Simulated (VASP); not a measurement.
C:

```
C
1.0
     1.77690    1.77690    0.00000
    -1.77690    1.77690    0.00000
     0.00000    1.77690    1.77690
C
2
Direct
  0.50000 0.50000 0.00000
  0.75000 0.25000 0.50000
```

Base run:

| Property | Result |
| --- | --- |
| Program | VASP 6.6.1 |
| Functional | PBEsol |
| Potentials or basis | VASP PAW PBE potentials, release 64 (C) |
| Cutoff | 520 eV |
| k mesh | 12 × 12 × 12 |
| Occupations | gaussian, width 0.01 eV |
| Spin | no spin polarisation |

Its results: band gap on the k mesh 4.06 eV, indirect (least direct gap 5.57 eV); pressure 1.1 GPa.

Question: The run is repeated on the same cell with these changes: cutoff from 520 eV to 600 eV; further incar settings from ALGO = Normal; EDIFF = 1e-07; NBANDS = 11 to ALGO = Normal; EDIFF = 1e-06; NBANDS = 11. What comes out?

Answer: Band gap on the k mesh 4.06 eV, indirect (least direct gap 5.57 eV); pressure 0.4 GPa.

Caveats: the PAW data sets were made with another functional, which shifts forces and pressure a little.

A k mesh can miss the band edges.
